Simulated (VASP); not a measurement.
Input of a VASP 6.6.1 run:

The input INCAR:

```
SYSTEM = Nb
PREC = Accurate
ENCUT = 520
EDIFF = 1E-7
ISMEAR = -1
SIGMA = 0.03
LREAL = .False.
LASPH = .True.
NELM = 60
ALGO = Normal
ISIF = 2
LWAVE = .False.
LCHARG = .True.
LELF = .True.
LVHAR = .True.
NBANDS = 12
```

KPOINTS

```
regular mesh
0
Gamma
  13 13 13
  0 0 0
```

File POSCAR:

```
Nb
1.0
    0.0000000000      2.0727000000      2.1150000000
    2.0727000000      0.0000000000      2.1150000000
    2.0727000000      2.0727000000      0.0000000000
Nb
1
Direct
    0.0000000000      0.0000000000      0.0000000000
```

Potentials or basis: VASP PAW LDA potentials, release 64 (Nb_sv).

Run with:

```console
$ cat potpaw_LDA.64/Nb_sv/POTCAR > POTCAR
$ mpirun -np 1 vasp_std > vasp.out
```

**Question.** What does it give for the band gap on the k mesh?

**Answer.** Zero (an odd number of electrons rules out a gap without spin polarisation).

**Question.** Predict the pressure.

**Answer.** -4.2 GPa.

Stress tensor (GPa, compression positive):
```
-6.27  0.00  0.00
 0.00 -6.27  0.00
 0.00  0.00 -0.06
```

Caveat: the cell differs from its parent crystal (equal xx and yy strain of -2 %); the cell stands under tension.
